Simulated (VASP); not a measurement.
# BeTe (F-43m) in VASP: notebook, part 2 of 2

VASP 6.6.1. Earlier steps stand in the parts before.

## (3) Single point, PBEsol (volume scaled by 0.96)

Contents of INCAR:

```
ALGO = Normal
EDIFF = 1E-6
ENCUT = 520
GGA = PS
ISIF = 2
ISMEAR = -1
LASPH = True
LCHARG = False
LREAL = False
LWAVE = False
NBANDS = 11
NELM = 100
PREC = Accurate
SIGMA = 0.05
```

Contents of KPOINTS:

```
k-points
0
Gamma
  8 8 8
```

Contents of POSCAR:

```
BeTe
1.0
    0.0000000000      2.7325629784      2.7325629784
    2.7325629784      0.0000000000      2.7325629784
    2.7325629784      2.7325629784      0.0000000000
Te Be
1 1
Direct
    0.7500000000      0.7500000000      0.7500000000
    0.0000000000      0.0000000000      0.0000000000
```

Potentials or basis: VASP PAW PBE potentials, release 64 (Te, Be).

Command:

```sh
$ cat potpaw_PBE.64/Te/POTCAR potpaw_PBE.64/Be/POTCAR > POTCAR
$ mpirun -np 1 vasp_std > vasp.out
```

OUTCAR:

```text
EDIFF = 1E-6
   ENCUT = 520
   GGA = PS
   ISIF = 2
   ISMEAR = -1
   LASPH = True
   LREAL = False
   NELM = 100
   PREC = Accurate

 ion  position               nearest neighbor table
   1  0.750  0.750  0.750-   2 2.37   2 2.37   2 2.37   2 2.37
   2  0.000  0.000  0.000-   1 2.37   1 2.37   1 2.37   1 2.37

  LATTYP: Found a face centered cubic cell.
 ALAT       =     5.4651259568

  Lattice vectors:

 A1 = (   0.0000000000,   2.7325629784,   2.7325629784)
 A2 = (   2.7325629784,   0.0000000000,   2.7325629784)
 A3 = (   2.7325629784,   2.7325629784,   0.0000000000)

Analysis of symmetry for initial positions (statically):
=====================================================================
 Subroutine PRICEL returns:
 Original cell was already a primitive cell.

 Routine SETGRP: Setting up the symmetry group for a
 face centered cubic supercell.

 Subroutine GETGRP returns: Found 24 space group operations
 (whereof 24 operations were pure point group operations)
 out of a pool of 48 trial point group operations.

The static configuration has the point symmetry T_d .

Analysis of symmetry for dynamics (positions and initial velocities):
=====================================================================
 Subroutine PRICEL returns:
 Original cell was already a primitive cell.

 Routine SETGRP: Setting up the symmetry group for a
 face centered cubic supercell.

 Subroutine GETGRP returns: Found 24 space group operations
 (whereof 24 operations were pure point group operations)
 out of a pool of 48 trial point group operations.

The dynamic configuration has the point symmetry T_d .

 Subroutine INISYM returns: Found 24 space group operations
 (whereof 24 operations are pure point group operations),
 and found     1 'primitive' translations

----------------------------------------------------------------------------------------

                                     Primitive cell
[... 117 lines left out ...]
   LHFCALC =     F    Hartree Fock is set to
   AEXX    =    0.0000 exact exchange contribution
   IVDW    =     0    specifies the selected vdW correction
   LEPSILON=     F    determine dielectric tensor
   LRPA    =     F    only Hartree local field effects (RPA)
 non-spin polarized calculation
  energy-cutoff  :      520.00
  volume of cell :       40.81
 maximum number of plane-waves:      1124
 NGX is ok and might be reduce to    30
   NGX = 15   NGY = 15   NGZ = 15

 number of electron       8.0000000 magnetization

 Free energy of the ion-electron system (eV)
  ---------------------------------------------------
  ext. energy  EPLUGINS =         0.00000000
  ---------------------------------------------------
  free energy    TOTEN  =        -8.16009111 eV

  energy without entropy =       -8.16009111  energy(sigma->0) =       -8.16009111

 E-fermi :   6.8695     XC(G=0):  -9.5629

 val. band max:        6.0604782831   @ k =   0.0000   0.0000   0.0000
 cond. band min:       7.6775089760   @ k =   0.5000   0.5000   0.0000
 fundamental gap:      1.6170306929
 Fermi energy:         6.8694853965

 k-point     1 :       0.0000    0.0000    0.0000
  band No.  band energies     occupation
      1      -6.9063      2.00000
      2       6.0605      2.00000
      3       6.0605      2.00000
      4       6.0605      2.00000
      5       9.5709      0.00000
      6       9.5709      0.00000
      7       9.5709      0.00000
      8      10.4686      0.00000
      9      14.3830      0.00000
     10      16.4954      0.00000
     11      16.4954      0.00000
[... 309 lines left out ...]
 k-point    24 :      -0.3750    0.2500    0.1250
  band No.  band energies     occupation
      1      -5.0317      2.00000
      2       0.3555      2.00000
      3       2.8092      2.00000
      4       3.8614      2.00000
      5      10.1419      0.00000
      6      10.5142      0.00000
      7      13.0006      0.00000
      8      14.0659      0.00000
      9      14.6543      0.00000
     10      17.8004      0.00000
     11      18.2439      0.00000

 [... further k-points ...]

------------------------ aborting loop because EDIFF is reached ----------------------------------------

  FORCE on cell =-STRESS in cart. coord.  units (eV):
  Direction    XX          YY          ZZ          XY          YZ          ZX
  --------------------------------------------------------------------------------------
  -------------------------------------------------------------------------------------
  Total        1.4381411      1.4381411      1.4381411      0.0000000     -0.0000000     -0.0000000
  in kB       56.4639887     56.4639887     56.4639887      0.0000000     -0.0000000     -0.0000000
  external PRESSURE =      56.4639887 kB  Pullay stress =       0.0000000 kB

 VOLUME and BASIS-vectors are now :
 -----------------------------------------------------------------------------
  energy-cutoff  :      520.00
  volume of cell :       40.81
      direct lattice vectors                 reciprocal lattice vectors
     0.000000000  2.732562978  2.732562978    -0.182978399  0.182978399  0.182978399
     2.732562978  0.000000000  2.732562978     0.182978399 -0.182978399  0.182978399
     2.732562978  2.732562978  0.000000000     0.182978399  0.182978399 -0.182978399

 POSITION                                       TOTAL-FORCE (eV/Angst)
 -----------------------------------------------------------------------------------
      4.09884      4.09884      4.09884         0.000000     -0.000000     -0.000000
      0.00000      0.00000      0.00000        -0.000000      0.000000      0.000000
 -----------------------------------------------------------------------------------
    total drift:                               -0.000000     -0.000000     -0.000000

  FREE ENERGIE OF THE ION-ELECTRON SYSTEM (eV)
  ---------------------------------------------------
  free  energy   TOTEN  =        -8.1600911131 eV

  energy  without entropy=       -8.1600911111  energy(sigma->0) =       -8.16009111
```

OSZICAR:

```text
N       E                     dE             d eps       ncg     rms          rms(c)
DAV:   1     0.184186010451E+02    0.18419E+02   -0.34178E+03   638   0.596E+02
DAV:   2    -0.732936182314E+01   -0.25748E+02   -0.24959E+02   849   0.918E+01
DAV:   3    -0.835746356190E+01   -0.10281E+01   -0.10268E+01   823   0.196E+01
DAV:   4    -0.836822969472E+01   -0.10766E-01   -0.10765E-01   750   0.229E+00
DAV:   5    -0.836842682342E+01   -0.19713E-03   -0.19713E-03   821   0.299E-01    0.456E+00
DAV:   6    -0.821114162041E+01    0.15729E+00   -0.16696E-01   731   0.165E+00    0.270E+00
DAV:   7    -0.816023861705E+01    0.50903E-01   -0.13919E-01   760   0.160E+00    0.534E-01
DAV:   8    -0.815995981018E+01    0.27881E-03   -0.69069E-03   731   0.480E-01    0.110E-01
DAV:   9    -0.816007444894E+01   -0.11464E-03   -0.22962E-04   770   0.947E-02    0.381E-02
DAV:  10    -0.816009124853E+01   -0.16800E-04   -0.39331E-05   713   0.307E-02    0.168E-02
DAV:  11    -0.816009111305E+01    0.13548E-06   -0.12789E-06   767   0.692E-03
   1 F= -.81600911E+01 E0= -.81600911E+01  d E =-.197169E-08
```

Run time: 9.8 s. Hardware: 1 thread of Intel Xeon 6975P-C (Granite Rapids), shared host; peak memory 0.17 GiB.

What came out:

```yaml
Free_energy: -8.1601 eV
Pressure: 5.6 GPa
Band_gap_on_the_k_mesh: 1.62 eV, indirect (least direct gap 3.51 eV)
```

Levels at points of the mesh, in eV from the valence-band top:
```csv
k point,band 1,band 2,band 3,band 4,band 5,band 6,band 7,band 8
"(0.00, 0.00, 0.00)",-12.97,0.00,0.00,0.00,3.51,3.51,3.51,4.41
"(0.50, 0.00, 0.00)",-11.38,-6.18,-1.30,-1.30,3.28,4.50,4.50,7.61
"(0.50, 0.50, 0.00)",-10.79,-5.64,-3.02,-3.02,1.62,2.47,10.28,10.28
```

Caveat: the PAW data sets were made with another functional, which shifts forces and pressure a little; spin-orbit coupling is left out, which moves the levels of the heavy elements.
